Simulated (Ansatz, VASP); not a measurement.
**BaTiO3: VASP beside Ansatz**

File INCAR:

```
  PREC = Accurate
  ENCUT = 1340
  EDIFF = 1E-6
  ISMEAR = 0
  SIGMA = 0.02
  LREAL = F
  LASPH = T
  NELM = 200
  ALGO = Normal
  ISIF = 2
  LWAVE = F
  LCHARG = F
  LMAXMIX = 4
  LDAU = T
  LDAUTYPE = 2
  LDAUL = -1 2 -1
  LDAUU = 0 4 0
  LDAUJ = 0 0 0
  LDAUPRINT = 1
  GGA = PE
  NBANDS = 28
  GGA_COMPAT = F
```

File KPOINTS:

```
regular mesh
0
Gamma
  6 6 6
```

Contents of POSCAR:

```
BaTiO3
1.0
    2.8176170427      1.6267519581      2.3110177116
   -2.8176170427      1.6267519581      2.3110177116
    0.0000000000     -3.2535039162      2.3110177116
Ba Ti O
1 1 3
Direct
   -0.0033113615     -0.0033113615     -0.0033113615
    0.5008985254      0.5008985254      0.5008985254
    0.4919659448      0.9895819467      0.4919659448
    0.4919659448      0.4919659448      0.9895819467
    0.9895819467      0.4919659448      0.4919659448
```

Input for Ansatz:

```yaml
crystal:
  lattice:
    - [2.8176170427, 1.6267519581, 2.3110177116]
    - [-2.8176170427, 1.6267519581, 2.3110177116]
    - [0.0, -3.2535039162, 2.3110177116]
  atoms:
    - { symbol: Ba, position: [-0.0033113615, -0.0033113615, -0.0033113615] }
    - { symbol: Ti, position: [0.5008985254, 0.5008985254, 0.5008985254] }
    - { symbol: O, position: [0.4919659448, 0.9895819467, 0.4919659448] }
    - { symbol: O, position: [0.4919659448, 0.4919659448, 0.9895819467] }
    - { symbol: O, position: [0.9895819467, 0.4919659448, 0.4919659448] }
basis:
  ecutwfc: 420
kpoints:
  mp_grid: { grid: [6, 6, 6] }
  band_path: { path: [VBM, CBM], npoints: 2 }
hamiltonian:
  xc: pbe
  hubbard: { sites: [{ species: Ti, l: d, u_eff: 4.0 }] }
scf:
  occupations: { method: gaussian, width: 0.02 }
output:
  forces: true
  stress: true
  eigenvalues: true
checkpoint:
  read: start.run
  write: ck
  compress: false
  write_wavefunctions: false
  write_every: 100000
```

Alike in both runs: task single point; functional PBE; k mesh 6 × 6 × 6; occupations gaussian, width 0.02 eV; no spin polarisation; Hubbard terms Ti d U = 4.0 eV.

```csv
,VASP,Ansatz
version,VASP 6.6.1,Ansatz 0.2.0
potentials or method,"VASP PAW PBE potentials, release 64 (Ba_sv, Ti_sv, O_h), cutoff 1340 eV","scalar-relativistic, plane waves, PAW"
valence electrons in the cell,40,40
```

|  | VASP | Ansatz | Ansatz less VASP |
| --- | --- | --- | --- |
| gap on the k mesh at the Fermi level (eV) | 2.32 | 2.36 | +0.041 |
| least direct gap on the mesh (eV) | 2.52 | 2.53 | +0.010 |
| pressure (GPa) | 9.1 | 5.3 | -3.77 |
| traceless stress, the component that is largest in VASP (GPa) | -0.74 | -0.65 | +0.087 |
| rms of the force components (eV/Å) | 0.093 | 0.002 | -0.0909 |

The programs project onto different local orbitals, so the same U acts differently, and such runs can settle in different states. Atom by atom the forces differ by 0.092 eV/Å (rms over components).

Neither program's run includes spin-orbit coupling.
